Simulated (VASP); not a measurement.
# NbSb (WC type) (P-6m2) in VASP: further runs

NbSb (WC type) is run at these levels: PBE; tasks: electric field gradients.

All numbers are computed with VASP 6.6.1; they aren't measurements. Logs are shortened: lines on timing, memory, paths and dates and some standing lists are left out, and cuts for length are marked.

## (1) The cell of the first run

The structure is hexagonal, space group P-6m2 (No. 187). Conventional cell: a = 3.559 Å, b = 3.559 Å, c = 3.775 Å, α = 90.00°, β = 90.00°, γ = 120.00°. Within 3.7 Å of Nb (site symmetry -6m2) lie 6 Sb at 2.79 Å and 6 Nb at 3.56 Å. Sb (site symmetry -6m2) has 6 Nb at 2.79 Å and 6 Sb at 3.56 Å within 3.7 Å.

## (2) Electric field gradients, PBE (volume scaled by 0.97)

File INCAR:

```
SYSTEM = NbSb
PREC = Accurate ; ENCUT = 520
EDIFF = 1E-8 ; ISMEAR = -1
SIGMA = 0.05 ; LREAL = .False.
LASPH = .True. ; NELM = 100
ALGO = Normal ; ISIF = 2
LWAVE = .False. ; LCHARG = .False.
GGA = PE ; LEFG = .True.
NBANDS = 16
```

File KPOINTS:

```
Automatic mesh
0
Gamma
  11 11 10
  0 0 0
```

File POSCAR:

```
NbSb
1.0
    3.5592036067      0.0000000000      0.0000000000
   -1.7796018034      3.0823607406      0.0000000000
    0.0000000000      0.0000000000      3.7746578681
Nb Sb
1 1
Direct
    0.0000000000      0.0000000000      0.0000000000
    0.3333333333      0.6666666667      0.5000000000
```

Potentials or basis: VASP PAW PBE potentials, release 64 (Nb_sv, Sb).

Command:

```sh
cat potpaw_PBE.64/Nb_sv/POTCAR potpaw_PBE.64/Sb/POTCAR > POTCAR
mpirun -np 1 vasp_std > vasp.out
```

OUTCAR:

```text
SYSTEM = NbSb
   PREC = Accurate
   ENCUT = 520
   EDIFF = 1E-8
   ISMEAR = -1
   LREAL = .False.
   LASPH = .True.
   NELM = 100
   ISIF = 2
   GGA = PE

 ion  position               nearest neighbor table
   1  0.000  0.000  0.000-   2 2.79   2 2.79   2 2.79   2 2.79   2 2.79   2 2.79
   2  0.333  0.667  0.500-   1 2.79   1 2.79   1 2.79   1 2.79   1 2.79   1 2.79

  LATTYP: Found a hexagonal cell.
 ALAT       =     3.5592036067
 C/A-ratio  =     1.0605344019

  Lattice vectors:

 A1 = (   3.5592036067,   0.0000000000,   0.0000000000)
 A2 = (  -1.7796018034,   3.0823607406,   0.0000000000)
 A3 = (   0.0000000000,   0.0000000000,   3.7746578681)

Analysis of symmetry for initial positions (statically):
=====================================================================
 Subroutine PRICEL returns:
 Original cell was already a primitive cell.

 Routine SETGRP: Setting up the symmetry group for a
 hexagonal supercell.

 Subroutine GETGRP returns: Found 12 space group operations
 (whereof 12 operations were pure point group operations)
 out of a pool of 24 trial point group operations.

The static configuration has the point symmetry D_3h.

Analysis of symmetry for dynamics (positions and initial velocities):
=====================================================================
 Subroutine PRICEL returns:
 Original cell was already a primitive cell.

 Routine SETGRP: Setting up the symmetry group for a
 hexagonal supercell.

 Subroutine GETGRP returns: Found 12 space group operations
 (whereof 12 operations were pure point group operations)
 out of a pool of 24 trial point group operations.

The dynamic configuration has the point symmetry D_3h.

 Subroutine INISYM returns: Found 12 space group operations
 (whereof 12 operations are pure point group operations),
 and found     1 'primitive' translations

----------------------------------------------------------------------------------------

                                     Primitive cell

  volume of cell :      41.4108

  direct lattice vectors                    reciprocal lattice vectors
     3.559203607  0.000000000  0.000000000     0.280961729  0.162213330  0.000000000
    -1.779601803  3.082360741  0.000000000     0.000000000  0.324426660  0.000000000
     0.000000000  0.000000000  3.774657868     0.000000000  0.000000000  0.264924673

  length of vectors
     3.559203607  3.559203607  3.774657868     0.324426660  0.324426660  0.264924673

  position of ions in fractional coordinates (direct lattice)
     0.000000000  0.000000000  0.000000000
     0.333333333  0.666666667  0.500000000

  ion indices of the primitive-cell ions
   primitive index   ion index
                 1           1
                 2           2

----------------------------------------------------------------------------------------

 KPOINTS: Automatic mesh

Automatic generation of k-mesh.
 Grid dimensions read from file:
 generate k-points for:   11   11   10

 Generating k-lattice:

  Cartesian coordinates                     Fractional coordinates (reciprocal lattice)
     0.025541975  0.014746666  0.000000000     0.090909091  0.000000000  0.000000000
     0.000000000  0.029493333  0.000000000     0.000000000  0.090909091  0.000000000
     0.000000000  0.000000000  0.026492467     0.000000000  0.000000000  0.100000000

  Length of vectors
     0.029493333  0.029493333  0.026492467

  Shift w.r.t. Gamma in fractional coordinates (k-lattice)
     0.000000000  0.000000000  0.000000000

 Subroutine IBZKPT returns following result:
 ===========================================

 Found     96 irreducible k-points:

 Following reciprocal coordinates:
            Coordinates               Weight
  0.000000  0.000000  0.000000      1.000000
  0.090909  0.000000  0.000000      6.000000
  0.181818  0.000000  0.000000      6.000000
  0.272727  0.000000  0.000000      6.000000
  0.363636  0.000000  0.000000      6.000000
  0.454545  0.000000  0.000000      6.000000
[... 16 lines left out ...]
  0.090909  0.090909  0.100000     12.000000
  0.181818  0.090909  0.100000     24.000000
 [... further k-points ...]
   k-points           NKPTS =     96   k-points in BZ     NKDIM =     96   number of bands    NBANDS=     16
   number of dos      NEDOS =    301   number of ions     NIONS =      2
   total plane-waves  NPLWV =  21952
   dimension x,y,z NGX =    28 NGY =   28 NGZ =   28
   dimension x,y,z NGXF=    56 NGYF=   56 NGZF=   56
   ions per type =               1   1
   NGX,Y,Z   is equivalent  to a cutoff of  13.08, 13.08, 12.33 a.u.
   NGXF,Y,Z  is equivalent  to a cutoff of  26.16, 26.16, 24.66 a.u.
 SYSTEM =  NbSb
   PREC   = accura    normal or accurate (medium, high low for compatibility)
   ISTART =      0    job   : 0-new  1-cont  2-samecut
   ICHARG =      2    charge: 1-file 2-atom 10-const
   ISPIN  =      1    spin polarized calculation?
   LNONCOLLINEAR =      F non collinear calculations
   LSORBIT =      F    spin-orbit coupling
   LASPH  =      T    aspherical Exc in radial PAW
   ENCUT  =  520.0 eV  38.22 Ry    6.18 a.u.   6.62  6.62  7.02*2*pi/ulx,y,z
   NELM   =    100;   NELMIN=  2; NELMDL= -5     # of ELM steps
   EDIFF  = 0.1E-07   stopping-criterion for ELM
   LREAL  =      F    real-space projection
   EDIFFG = 0.1E-06   stopping-criterion for IOM
   NSW    =      0    number of steps for IOM
   IBRION =     -1    ionic relax: 0-MD 1-quasi-New 2-CG
   NFREE  =      0    steps in history (QN), initial steepest desc. (CG)
   ISIF   =      2    stress and relaxation
   ISYM   =      2    0-nonsym 1-usesym 2-fastsym
   POTIM  = 0.5000    time-step for ionic-motion
   TEBEG  =    0.0;   TEEND  =   0.0 temperature during run
   PSTRESS=    0.0 pullay stress
   NELECT =      18.0000    total number of electrons
   NUPDOWN=      -1.0000    fix difference up-down
   EMIN   =  10.00;   EMAX   =-10.00  energy-range for DOS
   EFERMI =   0.00;   METHOD = LEGACY
   ISMEAR =    -1;   SIGMA  =   0.05  broadening in eV -4-tet -1-fermi 0-gaus
   EFERMI_NEDOS =   21; number of points for ismear=-14 and -15
   IALGO  =     38    algorithm
   IMIX   =      4    mixing-type and parameters
     AMIX     =   0.40;   BMIX     =  1.00
     AMIX_MAG =   1.60;   BMIX_MAG =  1.00
  volume/ion in A,a.u.               =      20.71       139.73
  Fermi-wavevector in a.u.,A,eV,Ry     =   1.240112  2.343473 20.924109  1.537879
  Thomas-Fermi vector in A             =   2.374567
   LORBIT       =      0    0 simple, 1 ext, 2 COOP (PROOUT), +10 PAW based schemes
   GGA     = PE    functional components
   LHFCALC =     F    Hartree Fock is set to
   AEXX    =    0.0000 exact exchange contribution
   IVDW    =     0    specifies the selected vdW correction
   LEPSILON=     F    determine dielectric tensor
   LRPA    =     F    only Hartree local field effects (RPA)
 non-spin polarized calculation
  energy-cutoff  :      520.00
  volume of cell :       41.41
 maximum number of plane-waves:      1142
 NGX is ok and might be reduce to    28
   NGX = 13   NGY = 13   NGZ = 15

 number of electron      18.0000000 magnetization

 Free energy of the ion-electron system (eV)
  ---------------------------------------------------
  ext. energy  EPLUGINS =         0.00000000
  ---------------------------------------------------
  free energy    TOTEN  =       -14.67899903 eV

  energy without entropy =      -14.67454739  energy(sigma->0) =      -14.67677321

 E-fermi :  10.6845     XC(G=0): -11.5278

 val. band max:       10.6397646316   @ k =   0.3636   0.0909   0.0000
 cond. band min:      10.6912337125   @ k =   0.3636   0.1818   0.0000
 fundamental gap:      0.0514690809
 Fermi energy:        10.6844720435

 k-point     1 :       0.0000    0.0000    0.0000
  band No.  band energies     occupation
      1     -44.3779      2.00000
      2     -20.5462      2.00000
      3     -20.3505      2.00000
      4     -20.3505      2.00000
      5      -1.2546      2.00000
      6       8.2741      2.00000
[... 8 lines left out ...]
     15      17.8547      0.00000
     16      19.7934      0.00000

 k-point     2 :       0.0909    0.0000    0.0000
  band No.  band energies     occupation
      1     -44.3767      2.00000
      2     -20.5435      2.00000
      3     -20.3656      2.00000
      4     -20.3541      2.00000
      5      -1.1216      2.00000
      6       8.2948      2.00000
[... 8 lines left out ...]
     15      17.8723      0.00000
     16      20.3453      0.00000

 k-point     3 :       0.1818    0.0000    0.0000
  band No.  band energies     occupation
      1     -44.3735      2.00000
      2     -20.5361      2.00000
      3     -20.4060      2.00000
      4     -20.3639      2.00000
      5      -0.7345      2.00000
      6       7.8978      2.00000
[... 8 lines left out ...]
     15      18.7890      0.00000
     16      21.1219      0.00000

 k-point     4 :       0.2727    0.0000    0.0000
  band No.  band energies     occupation
      1     -44.3694      2.00000
      2     -20.5265      2.00000
      3     -20.4583      2.00000
      4     -20.3766      2.00000
      5      -0.1330      2.00000
      6       6.9124      2.00000
[... 8 lines left out ...]
     15      19.4776      0.00000
     16      21.0022      0.00000

 k-point     5 :       0.3636    0.0000    0.0000
  band No.  band energies     occupation
      1     -44.3656      2.00000
      2     -20.5176      2.00000
      3     -20.5059      2.00000
      4     -20.3882      2.00000
      5       0.5897      2.00000
      6       5.8221      2.00000
[... 8 lines left out ...]
     15      18.7724      0.00000
     16      20.7388      0.00000

 k-point     6 :       0.4545    0.0000    0.0000
  band No.  band energies     occupation
      1     -44.3634      2.00000
      2     -20.5339      2.00000
      3     -20.5123      2.00000
      4     -20.3951      2.00000
      5       1.1891      2.00000
      6       5.0060      2.00000
[... 8 lines left out ...]
     15      17.9897      0.00000
     16      20.9153      0.00000
[... 267 lines left out ...]
 k-point    21 :       0.3636    0.0000    0.1000
  band No.  band energies     occupation
      1     -44.3653      2.00000
      2     -20.5258      2.00000
      3     -20.5043      2.00000
      4     -20.3870      2.00000
      5       0.6503      2.00000
      6       5.8548      2.00000
[... 8 lines left out ...]
     15      18.2361      0.00000
     16      20.9751      0.00000

 k-point    22 :       0.4545    0.0000    0.1000
  band No.  band energies     occupation
      1     -44.3630      2.00000
      2     -20.5324      2.00000
      3     -20.5201      2.00000
      4     -20.3938      2.00000
      5       1.2253      2.00000
      6       5.0563      2.00000
[... 8 lines left out ...]
     15      18.1539      0.00000
     16      20.7687      0.00000

 k-point    23 :       0.0909    0.0909    0.1000
  band No.  band energies     occupation
      1     -44.3742      2.00000
      2     -20.5473      2.00000
      3     -20.3915      2.00000
      4     -20.3608      2.00000
      5      -0.7572      2.00000
      6       7.9431      2.00000
[... 8 lines left out ...]
     15      18.1474      0.00000
     16      20.6603      0.00000

 k-point    24 :       0.1818    0.0909    0.1000
  band No.  band energies     occupation
      1     -44.3705      2.00000
      2     -20.5385      2.00000
      3     -20.4354      2.00000
      4     -20.3741      2.00000
      5      -0.2748      2.00000
      6       7.4096      2.00000
[... 8 lines left out ...]
     15      19.2198      0.00000
     16      20.5955      0.00000

 [... further k-points ...]
[... 5 lines left out ...]
  --------------------------------------------------------------------------------------
  -------------------------------------------------------------------------------------
  Total        0.8977717      0.8977717      1.2595013     -0.0000000     -0.0000000     -0.0000000
  in kB       34.7346256     34.7346256     48.7298757     -0.0000000     -0.0000000     -0.0000000
  external PRESSURE =      39.3997089 kB  Pullay stress =       0.0000000 kB

 VOLUME and BASIS-vectors are now :
 -----------------------------------------------------------------------------
  energy-cutoff  :      520.00
  volume of cell :       41.41
      direct lattice vectors                 reciprocal lattice vectors
     3.559203607  0.000000000  0.000000000     0.280961729  0.162213330  0.000000000
    -1.779601803  3.082360741  0.000000000     0.000000000  0.324426660  0.000000000
     0.000000000  0.000000000  3.774657868     0.000000000  0.000000000  0.264924673

 POSITION                                       TOTAL-FORCE (eV/Angst)
 -----------------------------------------------------------------------------------
      0.00000      0.00000      0.00000        -0.000000      0.000000      0.000000
     -0.00000      2.05491      1.88733         0.000000      0.000000      0.000000
 -----------------------------------------------------------------------------------
    total drift:                                0.000000     -0.000000      0.000000

  FREE ENERGIE OF THE ION-ELECTRON SYSTEM (eV)
  ---------------------------------------------------
  free  energy   TOTEN  =       -14.6789990272 eV

  energy  without entropy=      -14.6745473899  energy(sigma->0) =      -14.67677321

 Electric field gradients (V/A^2)
---------------------------------------------------------------------
 ion       V_xx      V_yy      V_zz      V_xy      V_xz      V_yz
---------------------------------------------------------------------
   1      -3.989    -3.989     7.978    -0.000     0.000    -0.000
   2      38.869    38.869   -77.739    -0.000     0.000    -0.000
---------------------------------------------------------------------

 Electric field gradients after diagonalization (V/A^2)
 (convention: |V_zz| > |V_xx| > |V_yy|)
----------------------------------------------------------------------
 ion       V_xx      V_yy      V_zz     asymmetry (V_yy - V_xx)/ V_zz
----------------------------------------------------------------------
   1      -3.989    -3.989     7.978       0.000
   2      38.869    38.869   -77.739       0.000
----------------------------------------------------------------------

           NMR quadrupolar parameters

 Cq : quadrupolar parameter    Cq=e*Q*V_zz/h
 eta: asymmetry parameters     (V_yy - V_xx)/ V_zz
 Q  : nuclear electric quadrupole moment in mb (millibarn)
----------------------------------------------------------------------
 ion       Cq(MHz)       eta       Q (mb)
----------------------------------------------------------------------
   1       0.019       0.000       1.000
   2      -0.188       0.000       1.000
----------------------------------------------------------------------
```

Run time: 56 s. Hardware: 1 thread of Intel Xeon Platinum 8375C at 2.90GHz (Ice Lake), shared host; peak memory 0.2 GiB.

Results:

- Free energy: -14.6790 eV
- Pressure: 3.9 GPa
- Band gap on the k mesh: zero (band 9 reaches 10.81 eV, above the bottom of band 10 at 10.46 eV)

Levels at points of the mesh, in eV from the Fermi level:
```
           k point  band 7  band 8  band 9  band 10  band 11  band 12
(0.00, 0.00, 0.00)   -1.45   -1.45   -0.54     0.87     0.87     4.96
(0.00, 0.00, 0.50)   -0.75   -0.75   -0.22    -0.22     0.93     4.31
```

Electric field gradients, principal values (V/Å²):
```
atom   least  middle  greatest (by size)
1 Nb  -3.989  -3.989               7.978
2 Sb  38.869  38.869             -77.739
```

Caveat: without QUAD_EFG the Cq values of the log hold for a quadrupole moment of 1 mb, not for the nuclei; spin-orbit coupling is left out, which moves the levels of the heavy elements.

(Part 1 of 4 ends here.)
